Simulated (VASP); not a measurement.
SrO, 2 atoms in the cell. It takes space group Fm-3m (No. 225, cubic). Conventional cell: a = 5.123 Å, b = 5.123 Å, c = 5.123 Å, α = 90.00°, β = 90.00°, γ = 90.00°. Sr (site symmetry m-3m) has 6 O at 2.56 Å within 3.4 Å. Within 3.4 Å of O (site symmetry m-3m) lie 6 Sr at 2.56 Å. 

| Quantity | Value |
| --- | --- |
| Program | VASP 6.6.1 |
| Task | single point |
| Functional | PBEsol |
| Potentials or basis | VASP PAW PBE potentials, release 64 (Sr_sv, O) |
| Cutoff | 520 eV |
| k mesh | 8 × 8 × 8 |
| Occupations | fermi-dirac, width 0.02 eV |
| Spin | no spin polarisation |
| Dipole correction | no |
| Further INCAR settings | ALGO = Normal; EDIFF = 1e-06; NBANDS = 15 |

Potentials or basis: VASP PAW PBE potentials, release 64 (Sr_sv, O).

The run is started by

```bash
$ cat potpaw_PBE.64/Sr_sv/POTCAR potpaw_PBE.64/O/POTCAR > POTCAR
$ mpirun -np 1 vasp_std > vasp.out
```

Hardware: 1 thread of AMD EPYC 7R43 64-Core Processor (Zen 3) (shared host).

Question: Estimate the wall time of this run.

Answer: Wall time 22 s on 1 thread of AMD EPYC 7R43 64-Core Processor (Zen 3) (shared host), peak memory 0.13 GiB. Counts: scf iterations 13, k points 29.
